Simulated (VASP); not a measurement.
Runs of VASP 6.6.1 on CdSe. The structure is that of space group P6_3mc (No. 186), or close to it. The cells are those of the table. 

```tsv
cell	k mesh	gap on the mesh (eV)	pressure (GPa)
a = 4.382, b = 4.382, c = 14.299 Å, angles 90.0, 90.0, 120.0°, 8 atoms	6 × 6 × 2	(a)	-1.2
a = 4.339, b = 4.339, c = 14.159 Å, angles 90.0, 90.0, 120.0°, 8 atoms	6 × 6 × 2	1.06	0.2
a = 4.251, b = 4.251, c = 13.870 Å, angles 90.0, 90.0, 120.0°, 8 atoms	6 × 6 × 2	(b)	4.0
a = 4.339, b = 4.339, c = 14.159 Å, angles 90.0, 90.0, 120.0°, 8 atoms	12 × 12 × 2	1.06	0.2
a = 4.295, b = 4.295, c = 14.016 Å, angles 90.0, 90.0, 120.0°, 8 atoms	6 × 6 × 2	1.13	2.0
```

Alike in all rows: task single point; level r2SCAN; potentials or basis VASP PAW PBE potentials, release 64 (Cd, Se); no spin polarisation; cutoff (eV) 520; smearing gaussian 0.01 eV.

Task: Estimate the missing entries.

Result: (a) 0.99; (b) 1.20.

Caveats: the PAW data sets were made with another functional, which shifts forces and pressure a little; the cell stands under pressure (at least some runs).

A k mesh can miss the band edges, and the runs leave out spin-orbit coupling on Cd, Se.
